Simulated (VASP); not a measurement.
# Sn5PbSe6 (Pmmm) in VASP: single point with PBE

Aim: the single point of Sn5PbSe6 with PBE.

All numbers are computed with VASP 6.6.1; they aren't measurements. Logs are shortened: lines on timing, memory, paths and dates and some standing lists are left out, and cuts for length are marked.

**1. The cell of the first run**

It takes space group Pmmm (No. 47, orthorhombic). Conventional cell: a = 4.315 Å, b = 6.102 Å, c = 12.945 Å, α = 90.00°, β = 90.00°, γ = 90.00°. Sn (site symmetry mm2) has 6 Se at 3.05 Å within 4.0 Å. Sn (site symmetry mm2) has 6 Se at 3.05 Å within 4.0 Å. Within 4.0 Å of Sn (site symmetry mmm) lie 6 Se at 3.05 Å. Within 4.0 Å of Pb (site symmetry mmm) lie 6 Se at 3.05 Å. Se (site symmetry mm2) has 4 Sn at 3.05 Å and 2 Pb at 3.05 Å within 4.0 Å. Within 4.0 Å of Se (site symmetry mmm) lie 2 Pb at 3.05 Å and 4 Sn at 3.05 Å. Within 4.0 Å of Se (site symmetry mm2) lie 6 Sn at 3.05 Å. Se (site symmetry mmm) has 6 Sn at 3.05 Å within 4.0 Å.

**2. Single point, PBE**

Contents of INCAR:

```
PREC = Accurate
ENCUT = 500
EDIFF = 1E-6
ISMEAR = 0
SIGMA = 0.1
LREAL = False
LASPH = True
NELM = 120
ALGO = Normal
ISIF = 2
LWAVE = False
LCHARG = False
GGA = PE
NBANDS = 72
GGA_COMPAT = False
```

Contents of KPOINTS:

```
regular mesh
0
Gamma
  4 4 2
```

Contents of POSCAR:

```
Sn5PbSe6
1.0
    4.3151051300      0.0000000000      0.0000000000
    0.0000000000      6.1024802000      0.0000000000
    0.0000000000      0.0000000000     12.9453153900
Sn Pb Se
5 1 6
Direct
    0.0000000000      0.0000000000      0.8333333300
    0.0000000000      0.0000000000      0.1666666700
    0.5000000000      0.5000000000      0.3333333300
    0.0000000000      0.0000000000      0.5000000000
    0.5000000000      0.5000000000      0.6666666700
    0.5000000000      0.5000000000      0.0000000000
    0.0000000000      0.5000000000      0.8333333300
    0.5000000000      0.0000000000      0.0000000000
    0.0000000000      0.5000000000      0.1666666700
    0.5000000000      0.0000000000      0.3333333300
    0.0000000000      0.5000000000      0.5000000000
    0.5000000000      0.0000000000      0.6666666700
```

Potentials or basis: VASP PAW PBE potentials, release 64 (Sn_d, Pb_d, Se).

Launch:

```console
> cat potpaw_PBE.64/Sn_d/POTCAR potpaw_PBE.64/Pb_d/POTCAR potpaw_PBE.64/Se/POTCAR > POTCAR
> mpirun -np 1 vasp_std > vasp.out
```

OUTCAR:

```text
PREC = Accurate
   ENCUT = 500
   EDIFF = 1E-6
   ISMEAR = 0
   LREAL = False
   LASPH = True
   NELM = 120
   ISIF = 2
   GGA = PE

 ion  position               nearest neighbor table
   1  0.000  0.000  0.833-  12 3.05  12 3.05   7 3.05   7 3.05   8 3.05   8 3.05
   2  0.000  0.000  0.167-  10 3.05  10 3.05   9 3.05   9 3.05   8 3.05   8 3.05
   3  0.500  0.500  0.333-   9 3.05   9 3.05  10 3.05  10 3.05  11 3.05  11 3.05
   4  0.000  0.000  0.500-  11 3.05  11 3.05  12 3.05  10 3.05  10 3.05  12 3.05
   5  0.500  0.500  0.667-   7 3.05   7 3.05  12 3.05  12 3.05  11 3.05  11 3.05
   6  0.500  0.500  0.000-   8 3.05   8 3.05   9 3.05   7 3.05   7 3.05   9 3.05
   7  0.000  0.500  0.833-   5 3.05   5 3.05   1 3.05   1 3.05   6 3.05   6 3.05
   8  0.500  0.000  0.000-   6 3.05   6 3.05   1 3.05   2 3.05   1 3.05   2 3.05
   9  0.000  0.500  0.167-   3 3.05   3 3.05   2 3.05   2 3.05   6 3.05   6 3.05
  10  0.500  0.000  0.333-   2 3.05   2 3.05   3 3.05   3 3.05   4 3.05   4 3.05
  11  0.000  0.500  0.500-   4 3.05   4 3.05   5 3.05   3 3.05   3 3.05   5 3.05
  12  0.500  0.000  0.667-   1 3.05   1 3.05   5 3.05   5 3.05   4 3.05   4 3.05

  LATTYP: Found a simple orthorhombic cell.
 ALAT       =     4.3151051300
 B/A-ratio  =     1.4142135629
 C/A-ratio  =     3.0000000000

  Lattice vectors:

 A1 = (   4.3151051300,   0.0000000000,   0.0000000000)
 A2 = (   0.0000000000,   6.1024802000,   0.0000000000)
 A3 = (   0.0000000000,   0.0000000000,  12.9453153900)

Analysis of symmetry for initial positions (statically):
=====================================================================
 Subroutine PRICEL returns:
 Original cell was already a primitive cell.

 Routine SETGRP: Setting up the symmetry group for a
 simple orthorhombic supercell.

 Subroutine GETGRP returns: Found  8 space group operations
 (whereof  8 operations were pure point group operations)
 out of a pool of  8 trial point group operations.

The static configuration has the point symmetry D_2h.

Analysis of symmetry for dynamics (positions and initial velocities):
=====================================================================
 Subroutine PRICEL returns:
 Original cell was already a primitive cell.

 Routine SETGRP: Setting up the symmetry group for a
 simple orthorhombic supercell.

 Subroutine GETGRP returns: Found  8 space group operations
 (whereof  8 operations were pure point group operations)
 out of a pool of  8 trial point group operations.

The dynamic configuration has the point symmetry D_2h.

 Subroutine INISYM returns: Found  8 space group operations
 (whereof  8 operations are pure point group operations),
 and found     1 'primitive' translations

----------------------------------------------------------------------------------------

                                     Primitive cell

  volume of cell :     340.8870

  direct lattice vectors                    reciprocal lattice vectors
     4.315105130  0.000000000  0.000000000     0.231744064  0.000000000  0.000000000
     0.000000000  6.102480200  0.000000000     0.000000000  0.163867799  0.000000000
     0.000000000  0.000000000 12.945315390     0.000000000  0.000000000  0.077248021

  length of vectors
     4.315105130  6.102480200 12.945315390     0.231744064  0.163867799  0.077248021

  position of ions in fractional coordinates (direct lattice)
     0.000000000  0.000000000  0.833333330
     0.000000000  0.000000000  0.166666670
     0.500000000  0.500000000  0.333333330
     0.000000000  0.000000000  0.500000000
     0.500000000  0.500000000  0.666666670
     0.500000000  0.500000000  0.000000000
     0.000000000  0.500000000  0.833333330
     0.500000000  0.000000000  0.000000000
     0.000000000  0.500000000  0.166666670
     0.500000000  0.000000000  0.333333330
     0.000000000  0.500000000  0.500000000
     0.500000000  0.000000000  0.666666670

  ion indices of the primitive-cell ions
   primitive index   ion index
                 1           1
                 2           2
                 3           3
                 4           4
                 5           5
                 6           6
                 7           7
                 8           8
                 9           9
                10          10
                11          11
                12          12

----------------------------------------------------------------------------------------

 KPOINTS: regular mesh

Automatic generation of k-mesh.
 Grid dimensions read from file:
 generate k-points for:    4    4    2

 Generating k-lattice:

  Cartesian coordinates                     Fractional coordinates (reciprocal lattice)
     0.057936016  0.000000000  0.000000000     0.250000000  0.000000000  0.000000000
     0.000000000  0.040966950  0.000000000     0.000000000  0.250000000  0.000000000
     0.000000000  0.000000000  0.038624011     0.000000000  0.000000000  0.500000000

  Length of vectors
     0.057936016  0.040966950  0.038624011

  Shift w.r.t. Gamma in fractional coordinates (k-lattice)
     0.000000000  0.000000000  0.000000000

 Subroutine IBZKPT returns following result:
 ===========================================

 Found     18 irreducible k-points:

 Following reciprocal coordinates:
            Coordinates               Weight
  0.000000  0.000000  0.000000      1.000000
  0.250000  0.000000  0.000000      2.000000
  0.500000  0.000000  0.000000      1.000000
  0.000000  0.250000  0.000000      2.000000
  0.250000  0.250000  0.000000      4.000000
  0.500000  0.250000  0.000000      2.000000
[... 10 lines left out ...]
  0.250000  0.500000  0.500000      2.000000
  0.500000  0.500000  0.500000      1.000000
   k-points           NKPTS =     18   k-points in BZ     NKDIM =     18   number of bands    NBANDS=     72
   number of dos      NEDOS =    301   number of ions     NIONS =     12
   total plane-waves  NPLWV = 147456
   dimension x,y,z NGX =    32 NGY =   48 NGZ =   96
   dimension x,y,z NGXF=    64 NGYF=   96 NGZF=  192
   ions per type =               5   1   6
   NGX,Y,Z   is equivalent  to a cutoff of  12.33, 13.08, 12.33 a.u.
   NGXF,Y,Z  is equivalent  to a cutoff of  24.66, 26.15, 24.66 a.u.
 SYSTEM =  unknown system
   PREC   = accura    normal or accurate (medium, high low for compatibility)
   ISTART =      0    job   : 0-new  1-cont  2-samecut
   ICHARG =      2    charge: 1-file 2-atom 10-const
   ISPIN  =      1    spin polarized calculation?
   LNONCOLLINEAR =      F non collinear calculations
   LSORBIT =      F    spin-orbit coupling
   LASPH  =      T    aspherical Exc in radial PAW
   ENCUT  =  500.0 eV  36.75 Ry    6.06 a.u.   7.87 11.13 23.60*2*pi/ulx,y,z
   NELM   =    120;   NELMIN=  2; NELMDL= -5     # of ELM steps
   EDIFF  = 0.1E-05   stopping-criterion for ELM
   LREAL  =      F    real-space projection
   EDIFFG = 0.1E-04   stopping-criterion for IOM
   NSW    =      0    number of steps for IOM
   IBRION =     -1    ionic relax: 0-MD 1-quasi-New 2-CG
   NFREE  =      0    steps in history (QN), initial steepest desc. (CG)
   ISIF   =      2    stress and relaxation
   ISYM   =      2    0-nonsym 1-usesym 2-fastsym
   POTIM  = 0.5000    time-step for ionic-motion
   TEBEG  =    0.0;   TEEND  =   0.0 temperature during run
   PSTRESS=    0.0 pullay stress
   NELECT =     120.0000    total number of electrons
   NUPDOWN=      -1.0000    fix difference up-down
   EMIN   =  10.00;   EMAX   =-10.00  energy-range for DOS
   EFERMI =   0.00;   METHOD = LEGACY
   ISMEAR =     0;   SIGMA  =   0.10  broadening in eV -4-tet -1-fermi 0-gaus
   EFERMI_NEDOS =   21; number of points for ismear=-14 and -15
   IALGO  =     38    algorithm
   IMIX   =      4    mixing-type and parameters
     AMIX     =   0.40;   BMIX     =  1.00
     AMIX_MAG =   1.60;   BMIX_MAG =  1.00
  volume/ion in A,a.u.               =      28.41       191.70
  Fermi-wavevector in a.u.,A,eV,Ry     =   1.155931  2.184392 18.179774  1.336176
  Thomas-Fermi vector in A             =   2.292555
   LORBIT       =      0    0 simple, 1 ext, 2 COOP (PROOUT), +10 PAW based schemes
   GGA     = PE    functional components
   LHFCALC =     F    Hartree Fock is set to
   AEXX    =    0.0000 exact exchange contribution
   IVDW    =     0    specifies the selected vdW correction
   LEPSILON=     F    determine dielectric tensor
   LRPA    =     F    only Hartree local field effects (RPA)
 non-spin polarized calculation
 Gauss-broadening in eV      SIGMA  =   0.10
  energy-cutoff  :      500.00
  volume of cell :      340.89
 maximum number of plane-waves:      8708
 NGX is ok and might be reduce to    32
   NGX = 15   NGY = 23   NGZ = 47

 number of electron     120.0000051 magnetization

 Free energy of the ion-electron system (eV)
  ---------------------------------------------------
  ext. energy  EPLUGINS =         0.00000000
  ---------------------------------------------------
  free energy    TOTEN  =       -49.23556658 eV

  energy without entropy =      -49.23242159  energy(sigma->0) =      -49.23399409

 E-fermi :   5.3284     XC(G=0):  -9.4464

 val. band max:        5.2182956509   @ k =   0.0000   0.5000   0.5000
 cond. band min:       5.4166776100   @ k =   0.0000   0.5000   0.5000
 fundamental gap:      0.1983819591
 Fermi energy:         5.3284294458

 k-point     1 :       0.0000    0.0000    0.0000
  band No.  band energies     occupation
      1     -16.4745      2.00000
      2     -16.4690      2.00000
      3     -16.4605      2.00000
      4     -16.4591      2.00000
      5     -16.4582      2.00000
      6     -16.4578      2.00000
[... 64 lines left out ...]
     71       9.0545      0.00000
     72       9.4048      0.00000
[... 1273 lines left out ...]
     71       8.0571      0.00000
     72       8.1412      0.00000

------------------------ aborting loop because EDIFF is reached ----------------------------------------

  FORCE on cell =-STRESS in cart. coord.  units (eV):
  Direction    XX          YY          ZZ          XY          YZ          ZX
  --------------------------------------------------------------------------------------
  -------------------------------------------------------------------------------------
  Total       -1.4725754     -0.8290053     -1.5499977      0.0000000      0.0000000      0.0000000
  in kB       -6.9211414     -3.8963457     -7.2850284      0.0000000      0.0000000      0.0000000
  external PRESSURE =      -6.0341718 kB  Pullay stress =       0.0000000 kB

 VOLUME and BASIS-vectors are now :
 -----------------------------------------------------------------------------
  energy-cutoff  :      500.00
  volume of cell :      340.89
      direct lattice vectors                 reciprocal lattice vectors
     4.315105130  0.000000000  0.000000000     0.231744064  0.000000000  0.000000000
     0.000000000  6.102480200  0.000000000     0.000000000  0.163867799  0.000000000
     0.000000000  0.000000000 12.945315390     0.000000000  0.000000000  0.077248021

 POSITION                                       TOTAL-FORCE (eV/Angst)
 -----------------------------------------------------------------------------------
      0.00000      0.00000     10.78776         0.000000     -0.000000     -0.007583
      0.00000      0.00000      2.15755         0.000000     -0.000000      0.007583
      2.15755      3.05124      4.31511         0.000000     -0.000000      0.006766
      0.00000      0.00000      6.47266         0.000000     -0.000000      0.000000
      2.15755      3.05124      8.63021         0.000000     -0.000000     -0.006766
      2.15755      3.05124      0.00000         0.000000     -0.000000      0.000000
      0.00000      3.05124     10.78776         0.000000     -0.000000     -0.294438
      2.15755      0.00000      0.00000         0.000000     -0.000000      0.000000
      0.00000      3.05124      2.15755        -0.000000      0.000000      0.294438
      2.15755      0.00000      4.31511        -0.000000     -0.000000     -0.004017
      0.00000      3.05124      6.47266         0.000000     -0.000000      0.000000
      2.15755      0.00000      8.63021         0.000000     -0.000000      0.004017
 -----------------------------------------------------------------------------------
    total drift:                                0.000000     -0.000000      0.000000

  FREE ENERGIE OF THE ION-ELECTRON SYSTEM (eV)
  ---------------------------------------------------
  free  energy   TOTEN  =       -49.2355665839 eV

  energy  without entropy=      -49.2324215887  energy(sigma->0) =      -49.23399409
```

Wall time 6 min (1 thread of Oxide Virtual Turin-like, shared host); peak memory 0.55 GiB.

What came out:

- Free energy: -49.2356 eV
- Pressure: -0.6 GPa
- Largest force: 0.294 eV/Å
- Band gap on the k mesh: 0.20 eV

Forces on the atoms (eV/Å):
```
Sn   0.000  0.000 -0.008
Sn   0.000  0.000  0.008
Sn   0.000  0.000  0.007
Sn   0.000  0.000  0.000
Sn   0.000  0.000 -0.007
Pb   0.000  0.000  0.000
Se   0.000  0.000 -0.294
Se   0.000  0.000  0.000
Se   0.000  0.000  0.294
Se   0.000  0.000 -0.004
Se   0.000  0.000  0.000
Se   0.000  0.000  0.004
```

Caveat: spin-orbit coupling is left out, which moves the levels of the heavy elements. A k mesh can miss the band edges.
